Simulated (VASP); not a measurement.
Here is a VASP 6.6.1 calculation.

Contents of INCAR:

```
SYSTEM = CaMg
PREC     = Accurate       ! precision mode
ENCUT    = 520            ! plane-wave cutoff, eV
EDIFF    = 1E-7           ! SCF threshold, eV
ISMEAR   = 0              ! smearing method
SIGMA    = 0.15           ! smearing width, eV
LREAL    = .False.        ! projectors in reciprocal space
LASPH    = .True.         ! aspherical terms in the spheres
NELM     = 60             ! most SCF steps
ALGO     = Fast           ! electronic algorithm
ISIF     = 2              ! what is computed and relaxed
LWAVE    = .False.        ! write WAVECAR
LCHARG   = .False.        ! write CHGCAR
GGA      = CA             ! functional
NBANDS   = 13             ! bands
```

KPOINTS

```
Automatic mesh
0
Gamma
  18 18 10
  0 0 0
```

File POSCAR:

```
CaMg
1.0
    3.7714997797      0.0000000000      0.0000000000
   -1.8857498898      3.2662146196      0.0000000000
    0.0000000000      0.0000000000      5.3182948648
Ca Mg
1 1
Direct
    0.0000000000      0.0000000000      0.5000000000
    0.6666666667      0.3333333333      0.0000000000
```

Potentials or basis: VASP PAW LDA potentials, release 64 (Ca_sv, Mg).

The run is started by

```bash
$ cat potpaw_LDA.64/Ca_sv/POTCAR potpaw_LDA.64/Mg/POTCAR > POTCAR
$ mpirun -np 1 vasp_std > vasp.out
```

Estimate the band gap on the k mesh.

zero (bands 6 and 7 overlap by 0.89 eV).

Estimate the pressure.

-1.6 GPa.

Stress tensor (GPa, compression positive):
```
-1.93  0.00  0.00
 0.00 -1.93  0.00
 0.00  0.00 -0.93
```
